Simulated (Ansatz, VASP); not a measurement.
## One calculation of Zr, two programs

```
Zr
1.0
     3.23200    0.00000    0.00000
    -1.61600    2.79899    0.00000
     0.00000    0.00000    5.14700
Zr
2
Direct
  0.66667 0.33333 0.75000
  0.33333 0.66667 0.25000
```

Alike in both runs: functional PBE-based screened hybrid; k mesh 5 × 5 × 3; occupations fermi-dirac, width 0.05 eV; no spin polarisation.

|  | VASP | Ansatz |
| --- | --- | --- |
| version | VASP 6.6.1 | Ansatz 0.2.0 |
| potentials or method | VASP PAW PBE potentials, release 64 (Zr_sv) | Ansatz PAW |
| plane-wave cutoff (eV) | 520 | 420 |
| valence electrons in the cell | 24 | 24 |
| task | single point | band structure |

```tsv
	VASP	Ansatz	Ansatz less VASP
gap on the k mesh at the Fermi level (eV)	none	none	-
pressure (GPa)	0.5	0.5	0.00
traceless stress, the component that is largest in VASP (GPa)	-2.02	-2.02	-0.002
```

VASP's potentials were made for PBE, not for PBE-based screened hybrid. A gap of «none» marks a metal or a gap that the smearing closes.

The k mesh is coarse, so the values compare programs but aren't converged.
